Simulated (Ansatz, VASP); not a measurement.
Two plane-wave programs on InBS3

```
CELL_PARAMETERS angstrom
3.05465 1.76361 5.06159
-3.05465 1.76361 5.06159
0.00000 -3.52721 5.06159
ATOMIC_POSITIONS crystal
In 0.75000 0.75000 0.75000
In 0.25000 0.25000 0.25000
B 0.50000 0.50000 0.50000
B 0.00000 0.00000 0.00000
S 0.84358 0.25000 0.65642
S 0.65642 0.84358 0.25000
S 0.25000 0.65642 0.84358
S 0.15642 0.75000 0.34358
S 0.34358 0.15642 0.75000
S 0.75000 0.34358 0.15642
```

Alike in both runs: functional PBE; k mesh 4 × 4 × 4; occupations gaussian, width 0.1 eV; no spin polarisation.

Ansatz relaxed the structure, and its values are those at the end. VASP's run is a single point on that final structure, the one shown.

|  | VASP | Ansatz |
| --- | --- | --- |
| version | VASP 6.6.1 | Ansatz 0.2.0 |
| potentials or method | VASP PAW PBE potentials, release 64 (In_d, B, S), cutoff 520 eV | scalar-relativistic, plane waves, PAW |
| valence electrons in the cell | 68 | 68 |

|  | VASP | Ansatz | Ansatz less VASP |
| --- | --- | --- | --- |
| gap on the k mesh at the Fermi level (eV) | none | none | - |
| pressure (GPa) | -0.2 | -0.1 | +0.13 |
| rms of the force components (eV/Å) | 0.014 | 0.015 | +0.0014 |

A gap of «none» marks a metal or a gap that the smearing closes. With one functional, cell and mesh, what is left measures potentials, basis and numerics.
